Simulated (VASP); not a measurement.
# HgTe (rocksalt type) (Fm-3m) in VASP: notebook

Runs on HgTe (rocksalt type). Level: PBE. Tasks: relaxation of cell and atoms.

Program: VASP 6.6.1. These are calculated values, not measurements. Logs are shortened: lines on timing, memory, paths and dates and some standing lists are left out, and cuts for length are marked.

## Step 1: The cell of the first run

Symmetry: Fm-3m, No. 225, cubic system. Conventional cell: a = 5.240 Å, b = 5.240 Å, c = 5.240 Å, α = 90.00°, β = 90.00°, γ = 90.00°. Hg (site symmetry m-3m) has 6 Te at 2.62 Å within 3.5 Å. Within 3.5 Å of Te (site symmetry m-3m) lie 6 Hg at 2.62 Å.

## Step 2: Relaxation of cell and atoms, PBE, target pressure 78 GPa, at which the enthalpy is minimised

INCAR

```
SYSTEM = HgTe
ALGO = Normal ; EDIFF = 1E-6
EDIFFG = -0.005 ; ENCUT = 600
GGA = PE ; IBRION = 2
ISIF = 3 ; ISMEAR = -1
LASPH = .TRUE. ; LCHARG = .FALSE.
LREAL = .FALSE. ; LWAVE = .FALSE.
NELM = 80 ; NSW = 60
PREC = Accurate ; PSTRESS = 780.0
SIGMA = 0.05
```

KPOINTS

```
k-points
0
G
  13 13 13
  0 0 0
```

POSCAR

```
HgTe
1.0
    0.0000000000      2.6201276545      2.6201276545
    2.6201276545      0.0000000000      2.6201276545
    2.6201276545      2.6201276545      0.0000000000
Hg Te
1 1
Direct
    0.0000000000      0.0000000000      0.0000000000
    0.5000000000      0.5000000000      0.5000000000
```

Potentials or basis: VASP PAW PBE potentials, release 64 (Hg, Te).

The run is started by

```
> cat potpaw_PBE.64/Hg/POTCAR potpaw_PBE.64/Te/POTCAR > POTCAR
> mpirun -np 1 vasp_std > vasp.out
```

OUTCAR:

```text
SYSTEM = HgTe
   EDIFF = 1E-6
   EDIFFG = -0.005
   ENCUT = 600
   GGA = PE
   IBRION = 2
   ISIF = 3
   ISMEAR = -1
   LASPH = .TRUE.
   LREAL = .FALSE.
   NELM = 80
   NSW = 60
   PREC = Accurate
   PSTRESS = 780.0

 ion  position               nearest neighbor table
   1  0.000  0.000  0.000-   2 2.62   2 2.62   2 2.62   2 2.62   2 2.62   2 2.62
   2  0.500  0.500  0.500-   1 2.62   1 2.62   1 2.62   1 2.62   1 2.62   1 2.62

  LATTYP: Found a face centered cubic cell.
 ALAT       =     5.2402553090

  Lattice vectors:

 A1 = (   0.0000000000,   2.6201276545,   2.6201276545)
 A2 = (   2.6201276545,   0.0000000000,   2.6201276545)
 A3 = (   2.6201276545,   2.6201276545,   0.0000000000)

Analysis of symmetry for initial positions (statically):
=====================================================================
 Subroutine PRICEL returns:
 Original cell was already a primitive cell.

 Routine SETGRP: Setting up the symmetry group for a
 face centered cubic supercell.

 Subroutine GETGRP returns: Found 48 space group operations
 (whereof 48 operations were pure point group operations)
 out of a pool of 48 trial point group operations.

The static configuration has the point symmetry O_h .

Analysis of symmetry for dynamics (positions and initial velocities):
=====================================================================
 Subroutine PRICEL returns:
 Original cell was already a primitive cell.

 Routine SETGRP: Setting up the symmetry group for a
 face centered cubic supercell.

 Subroutine GETGRP returns: Found 48 space group operations
 (whereof 48 operations were pure point group operations)
 out of a pool of 48 trial point group operations.

The dynamic configuration has the point symmetry O_h .

 Subroutine INISYM returns: Found 48 space group operations
 (whereof 48 operations are pure point group operations),
 and found     1 'primitive' translations

----------------------------------------------------------------------------------------

                                     Primitive cell

  volume of cell :      35.9747

  direct lattice vectors                    reciprocal lattice vectors
     0.000000000  2.620127655  2.620127655    -0.190830397  0.190830397  0.190830397
     2.620127655  0.000000000  2.620127655     0.190830397 -0.190830397  0.190830397
     2.620127655  2.620127655  0.000000000     0.190830397  0.190830397 -0.190830397

  length of vectors
     3.705420064  3.705420064  3.705420064     0.330527943  0.330527943  0.330527943

  position of ions in fractional coordinates (direct lattice)
     0.000000000  0.000000000  0.000000000
     0.500000000  0.500000000  0.500000000

  ion indices of the primitive-cell ions
   primitive index   ion index
                 1           1
                 2           2

----------------------------------------------------------------------------------------

 KPOINTS: k-points

Automatic generation of k-mesh.
 Grid dimensions read from file:
 generate k-points for:   13   13   13

 Generating k-lattice:

  Cartesian coordinates                     Fractional coordinates (reciprocal lattice)
    -0.014679261  0.014679261  0.014679261     0.076923077  0.000000000  0.000000000
     0.014679261 -0.014679261  0.014679261     0.000000000  0.076923077  0.000000000
     0.014679261  0.014679261 -0.014679261     0.000000000  0.000000000  0.076923077

  Length of vectors
     0.025425226  0.025425226  0.025425226

  Shift w.r.t. Gamma in fractional coordinates (k-lattice)
     0.000000000  0.000000000  0.000000000

 Subroutine IBZKPT returns following result:
 ===========================================

 Found     84 irreducible k-points:

 Following reciprocal coordinates:
            Coordinates               Weight
  0.000000  0.000000  0.000000      1.000000
  0.076923  0.000000  0.000000      8.000000
  0.153846  0.000000  0.000000      8.000000
  0.230769  0.000000  0.000000      8.000000
  0.307692  0.000000  0.000000      8.000000
  0.384615  0.000000  0.000000      8.000000
[... 16 lines left out ...]
  0.384615  0.153846  0.000000     24.000000
  0.461538  0.153846  0.000000     24.000000
 [... further k-points ...]
   k-points           NKPTS =     84   k-points in BZ     NKDIM =     84   number of bands    NBANDS=     13
   number of dos      NEDOS =    301   number of ions     NIONS =      2
   total plane-waves  NPLWV =  27000
   dimension x,y,z NGX =    30 NGY =   30 NGZ =   30
   dimension x,y,z NGXF=    60 NGYF=   60 NGZF=   60
   ions per type =               1   1
   NGX,Y,Z   is equivalent  to a cutoff of  13.46, 13.46, 13.46 a.u.
   NGXF,Y,Z  is equivalent  to a cutoff of  26.92, 26.92, 26.92 a.u.
 SYSTEM =  HgTe
   PREC   = accura    normal or accurate (medium, high low for compatibility)
   ISTART =      0    job   : 0-new  1-cont  2-samecut
   ICHARG =      2    charge: 1-file 2-atom 10-const
   ISPIN  =      1    spin polarized calculation?
   LNONCOLLINEAR =      F non collinear calculations
   LSORBIT =      F    spin-orbit coupling
   LASPH  =      T    aspherical Exc in radial PAW
   ENCUT  =  600.0 eV  44.10 Ry    6.64 a.u.   7.40  7.40  7.40*2*pi/ulx,y,z
   NELM   =     80;   NELMIN=  2; NELMDL= -5     # of ELM steps
   EDIFF  = 0.1E-05   stopping-criterion for ELM
   LREAL  =      F    real-space projection
   EDIFFG = -.5E-02   stopping-criterion for IOM
   NSW    =     60    number of steps for IOM
   IBRION =      2    ionic relax: 0-MD 1-quasi-New 2-CG
   NFREE  =      1    steps in history (QN), initial steepest desc. (CG)
   ISIF   =      3    stress and relaxation
   ISYM   =      2    0-nonsym 1-usesym 2-fastsym
   POTIM  = 0.5000    time-step for ionic-motion
   TEBEG  =    0.0;   TEEND  =   0.0 temperature during run
   PSTRESS=  780.0 pullay stress
   NELECT =      18.0000    total number of electrons
   NUPDOWN=      -1.0000    fix difference up-down
   EMIN   =  10.00;   EMAX   =-10.00  energy-range for DOS
   EFERMI =   0.00;   METHOD = LEGACY
   ISMEAR =    -1;   SIGMA  =   0.05  broadening in eV -4-tet -1-fermi 0-gaus
   EFERMI_NEDOS =   21; number of points for ismear=-14 and -15
   IALGO  =     38    algorithm
   IMIX   =      4    mixing-type and parameters
     AMIX     =   0.40;   BMIX     =  1.00
     AMIX_MAG =   1.60;   BMIX_MAG =  1.00
  volume/ion in A,a.u.               =      17.99       121.38
  Fermi-wavevector in a.u.,A,eV,Ry     =   1.299670  2.456021 22.982187  1.689143
  Thomas-Fermi vector in A             =   2.430919
   LORBIT       =      0    0 simple, 1 ext, 2 COOP (PROOUT), +10 PAW based schemes
   GGA     = PE    functional components
   LHFCALC =     F    Hartree Fock is set to
   AEXX    =    0.0000 exact exchange contribution
   IVDW    =     0    specifies the selected vdW correction
   LEPSILON=     F    determine dielectric tensor
   LRPA    =     F    only Hartree local field effects (RPA)
 conjugate gradient relaxation of ions
 non-spin polarized calculation
  energy-cutoff  :      600.00
  volume of cell :       35.97
 maximum number of plane-waves:      1243
 NGX is ok and might be reduce to    30
   NGX = 15   NGY = 15   NGZ = 15

--------------------------------------- Ionic step        1  -------------------------------------------

 number of electron      18.0000001 magnetization

 Free energy of the ion-electron system (eV)
  ---------------------------------------------------
  ext. energy  EPLUGINS =         0.00000000
  ---------------------------------------------------
  free energy    TOTEN  =         0.01181342 eV

  energy without entropy =        0.01874059  energy(sigma->0) =        0.01527701

------------------------ aborting loop because EDIFF is reached ----------------------------------------

  FORCE on cell =-STRESS in cart. coord.  units (eV):
  Direction    XX          YY          ZZ          XY          YZ          ZX
  --------------------------------------------------------------------------------------
  -------------------------------------------------------------------------------------
  Total       17.8956669     17.8956669     17.8956669     -0.0000000      0.0000000     -0.0000000
  in kB      797.0051363    797.0051363    797.0051363     -0.0000000      0.0000000     -0.0000000
  external PRESSURE =      17.0051363 kB  Pullay stress =     780.0000000 kB

 VOLUME and BASIS-vectors are now :
 -----------------------------------------------------------------------------
  energy-cutoff  :      600.00
  volume of cell :       35.97
      direct lattice vectors                 reciprocal lattice vectors
     0.000000000  2.620127655  2.620127655    -0.190830397  0.190830397  0.190830397
     2.620127655  0.000000000  2.620127655     0.190830397 -0.190830397  0.190830397
     2.620127655  2.620127655  0.000000000     0.190830397  0.190830397 -0.190830397
[... 46 lines left out ...]
  FREE ENERGIE OF THE ION-ELECTRON SYSTEM (eV)
  ---------------------------------------------------
  free  energy   TOTEN  =        -0.4561004941 eV

  energy  without entropy=       -0.4490236169  energy(sigma->0) =       -0.45256206

  enthalpy is  TOTEN    =        17.5461265933 eV   P V=       18.0022270874

--------------------------------------- Ionic step        3  -------------------------------------------

 number of electron      18.0000001 magnetization

 Free energy of the ion-electron system (eV)
  ---------------------------------------------------
  ext. energy  EPLUGINS =         0.00000000
  ---------------------------------------------------
  free energy    TOTEN  =        -0.07137251 eV

  energy without entropy =       -0.06443294  energy(sigma->0) =       -0.06790272

 E-fermi :  10.9361     XC(G=0): -12.1769

 val. band max:       10.8853260380   @ k =  -0.4615   0.3077   0.0000
 cond. band min:      10.9384203228   @ k =  -0.3846   0.1538   0.0000
 fundamental gap:      0.0530942848
 Fermi energy:        10.9361027739

 k-point     1 :       0.0000    0.0000    0.0000
  band No.  band energies     occupation
      1      -5.6193      2.00000
      2       1.6172      2.00000
      3       1.6172      2.00000
      4       1.6328      2.00000
      5       1.6328      2.00000
      6       1.6328      2.00000
      7       9.3381      2.00000
      8       9.3381      2.00000
      9       9.3381      2.00000
     10      12.9434      0.00000
     11      17.1404      0.00000
     12      18.9032      0.00000
     13      18.9032      0.00000

 k-point     2 :       0.0769    0.0000    0.0000
  band No.  band energies     occupation
      1      -5.5192      2.00000
      2       1.5528      2.00000
      3       1.5528      2.00000
      4       1.6022      2.00000
      5       1.6586      2.00000
      6       1.6586      2.00000
      7       8.5758      2.00000
      8       9.4634      2.00000
      9       9.4634      2.00000
     10      13.6273      0.00000
     11      16.8045      0.00000
[... 339 lines left out ...]
 k-point    24 :       0.4615    0.1538    0.0000
  band No.  band energies     occupation
      1      -3.0950      2.00000
      2       0.2301      2.00000
      3       0.9340      2.00000
      4       1.0074      2.00000
      5       2.1326      2.00000
      6       2.1816      2.00000
      7       3.4963      2.00000
      8       9.5582      2.00000
      9       9.5773      2.00000
     10      12.3427      0.00000
     11      15.3631      0.00000
     12      16.6636      0.00000
     13      18.9123      0.00000

 [... further k-points ...]

------------------------ aborting loop because EDIFF is reached ----------------------------------------

  FORCE on cell =-STRESS in cart. coord.  units (eV):
  Direction    XX          YY          ZZ          XY          YZ          ZX
  --------------------------------------------------------------------------------------
  -------------------------------------------------------------------------------------
  Total       17.5978993     17.5978993     17.5978993      0.0000000     -0.0000000      0.0000000
  in kB      780.0792143    780.0792143    780.0792143      0.0000000     -0.0000000      0.0000000
  external PRESSURE =       0.0792143 kB  Pullay stress =     780.0000000 kB

 VOLUME and BASIS-vectors are now :
 -----------------------------------------------------------------------------
  energy-cutoff  :      600.00
  volume of cell :       36.14
      direct lattice vectors                 reciprocal lattice vectors
    -0.000000000  2.624224001  2.624224001    -0.190532515  0.190532515  0.190532515
     2.624224001 -0.000000000  2.624224001     0.190532515 -0.190532515  0.190532515
     2.624224001  2.624224001 -0.000000000     0.190532515  0.190532515 -0.190532515

 POSITION                                       TOTAL-FORCE (eV/Angst)
 -----------------------------------------------------------------------------------
      0.00000      0.00000      0.00000         0.000000     -0.000000     -0.000000
      2.62422      2.62422      2.62422         0.000000      0.000000      0.000000
 -----------------------------------------------------------------------------------
    total drift:                               -0.000000      0.000000      0.000000

  FREE ENERGIE OF THE ION-ELECTRON SYSTEM (eV)
  ---------------------------------------------------
  free  energy   TOTEN  =        -0.0713725090 eV

  energy  without entropy=       -0.0644329378  energy(sigma->0) =       -0.06790272

  enthalpy is  TOTEN    =        17.5247398219 eV   P V=       17.5961123309

 reached required accuracy - stopping structural energy minimisation
```

It took 2.6 min on 1 thread of Intel Xeon 8259CL, shared host; peak memory 0.22 GiB.

What came out:

* Free energy: -0.0714 eV
* Relaxed volume: 18.07 Å³/atom
* Relaxed cell: a = 3.711 Å, b = 3.711 Å, c = 3.711 Å, α = 60.00°, β = 60.00°, γ = 60.00°
* Space group after relaxing (to 0.1 Å): Fm-3m (No. 225)
* Energy change on relaxing (the run minimises the enthalpy): -41.6 meV/atom
* Ionic steps: 3
* Pressure after relaxing: 78.0 GPa
* Band gap on the k mesh: zero (bands 9 and 10 overlap by 3.99 eV)

Step by step:
```
step  energy change (eV)  largest force (eV/Å)  pressure (GPa)  volume (Å³)
   1              0.0000                0.0000           79.70        35.97
   2             -0.4679                0.0000           69.94        36.98
   3             -0.0832                0.0000           78.01        36.14
```

Final structure:
```cif
data_structure
_symmetry_space_group_name_H-M 'P 1'
_symmetry_Int_Tables_number 1
_cell_length_a 3.7112
_cell_length_b 3.7112
_cell_length_c 3.7112
_cell_angle_alpha 60.000
_cell_angle_beta 60.000
_cell_angle_gamma 60.000
_cell_volume 36.14
loop_
_atom_site_label
_atom_site_type_symbol
_atom_site_fract_x
_atom_site_fract_y
_atom_site_fract_z
_atom_site_occupancy
Hg1 Hg 0.00000 0.00000 0.00000 1
Te1 Te 0.50000 0.50000 0.50000 1
```

Caveat: the cell is relaxed towards a set pressure, so the run minimises the enthalpy, not the energy; spin-orbit coupling is left out, which moves the levels of the heavy elements.

[end of part 1 of 2]

The gap in the log of VASP goes by the Fermi energy; the results here count the filled bands.